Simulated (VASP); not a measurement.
# MgO: single point with PBE

MgO:

```
Mg O
1.0
     0.00000    2.14487    2.14487
     2.14487    0.00000    2.14487
     2.14487    2.14487    0.00000
Mg O
1 1
Direct
  0.01331 0.01331 0.98669
  0.47979 0.47979 0.52021
```

This cell differs from its parent crystal: atoms displaced along a vibrational mode, the cell strained.

```yaml
Program: VASP 6.6.1
Task: single point
Functional: PBE
Potentials_or_basis: VASP PAW PBE potentials, release 64 (Mg_sv, O)
Cutoff: 840 eV
k_mesh: 10 × 10 × 10
Occupations: gaussian, width 0.05 eV
Spin: no spin polarisation
Dipole_correction: no
Further_INCAR_settings: ALGO = Normal; EDIFF = 1e-06; NBANDS = 15
```

* Pressure: -1.9 GPa
* Largest force: 0.711 eV/Å
* Band gap on the k mesh: 4.22 eV

Forces in eV/Å, atoms in the order of the input:
```
Mg   0.000  0.000 -0.711
O    0.000  0.000  0.711
```

Stress tensor (GPa, compression positive):
```
-3.90  0.00  0.00
 0.00 -3.90  0.00
 0.00  0.00  2.22
```

Levels at points of the mesh, in eV from the valence-band top:
```
           k point  band 4  band 5  band 6  band 7  band 8  band 9  band 10  band 11  band 12  band 13
(0.00, 0.00, 0.00)  -39.15  -16.97   -0.03    0.00    0.00    4.22    15.54    15.58    15.58    19.24
(0.50, 0.00, 0.00)  -39.16  -15.80   -4.36   -0.59   -0.58    7.58    11.93    15.77    15.85    20.10
(0.50, 0.50, 0.00)  -39.18  -15.60   -3.80   -1.25   -1.25    9.07     9.30    12.57    18.20    18.20
(0.00, 0.50, 0.50)  -39.18  -15.60   -3.82   -1.27   -1.26    9.12     9.34    12.55    18.15    18.33
```

Wall time 52 s on 1 thread of Intel(R) Xeon(R) Platinum 8259CL CPU @ 2.50GHz (Skylake/Cascade Lake) (shared host), peak memory 0.2 GiB.

Caveat: the cell differs from its parent crystal (atoms displaced along a vibrational mode, the cell strained); the stress differs along the axes, from -4 to 2 GPa.
